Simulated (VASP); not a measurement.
Runs of VASP 6.6.1 on WC. The structure is that of space group I4/mmm (No. 139), or close to it. The cells are those of the table. 

```tsv
cell	gap on the mesh (eV)	pressure (GPa)
a = 3.103, b = 3.103, c = 3.225 Å, angles 58.7, 58.7, 62.6°, 2 atoms	none	-16.4
a = 3.168, b = 3.168, c = 3.349 Å, angles 58.1, 58.1, 63.8°, 2 atoms	none	-31.1
a = 3.227, b = 3.227, c = 3.349 Å, angles 58.7, 58.7, 62.5°, 2 atoms	none	(a)
a = 3.111, b = 3.111, c = 3.349 Å, angles 57.4, 57.4, 65.1°, 2 atoms	none	-12.1
```

Alike in all rows: task single point; level PBEsol; potentials or basis VASP PAW PBE potentials, release 64 (W_sv, C); no spin polarisation; k mesh 18 × 18 × 18; cutoff (eV) 520; smearing gaussian 0.15 eV.

Task: Fill in the values left out.

Result: (a) -43.8.

Caveats: the PAW data sets were made with another functional, which shifts forces and pressure a little; spin-orbit coupling is left out, which moves the levels of the heavy elements; the stress differs along the axes, from -31 to 12 GPa (at least some runs); the stress differs along the axes, from -46 to -1 GPa (at least some runs); the stress differs along the axes, from -50 to -31 GPa (at least some runs); the stress differs along the axes, from -41 to 46 GPa (at least some runs).

A k mesh can miss the band edges, and the runs leave out spin-orbit coupling on W.

A gap of «none» marks levels without a gap at the run's occupations.
